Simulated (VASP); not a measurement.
Input of a VASP 6.6.1 run:

File INCAR:

```
SYSTEM = GaSb
PREC     = Accurate       ! precision mode
ENCUT    = 520            ! plane-wave cutoff, eV
EDIFF    = 1E-6           ! SCF threshold, eV
ISMEAR   = 0              ! smearing method
SIGMA    = 0.15           ! smearing width, eV
LREAL    = .False.        ! projectors in reciprocal space
LASPH    = .True.         ! aspherical terms in the spheres
NELM     = 80             ! most SCF steps
ALGO     = Normal         ! electronic algorithm
ISIF     = 2              ! what is computed and relaxed
LWAVE    = .False.        ! write WAVECAR
LCHARG   = .False.        ! write CHGCAR
GGA      = PE             ! functional
NBANDS   = 16             ! bands
```

The input KPOINTS:

```
regular mesh
0
Gamma
  16 16 16
  0 0 0
```

File POSCAR:

```
GaSb
1.0
   -2.7012000000      2.7012000000      1.7708000000
    2.7012000000     -2.7012000000      1.7708000000
    2.7012000000      2.7012000000     -1.7708000000
Ga Sb
1 1
Direct
    0.2500000000      0.7500000000      0.5000000000
    0.0000000000      0.0000000000      0.0000000000
```

Potentials or basis: VASP PAW PBE potentials, release 64 (Ga_d, Sb).

The run is started by

```console
$ cat potpaw_PBE.64/Ga_d/POTCAR potpaw_PBE.64/Sb/POTCAR > POTCAR
$ mpirun -np 1 vasp_std > vasp.out
```

Question: Estimate the pressure.

Answer: -1.6 GPa.

Question: Predict the band gap on the k mesh.

Answer: Zero (bands 9 and 10 overlap by 4.37 eV).

Stress tensor (GPa, compression positive):
```
-0.58  0.00  0.00
 0.00 -0.58  0.00
 0.00  0.00 -3.58
```

Caveat: spin-orbit coupling is left out, which moves the levels of the heavy elements.
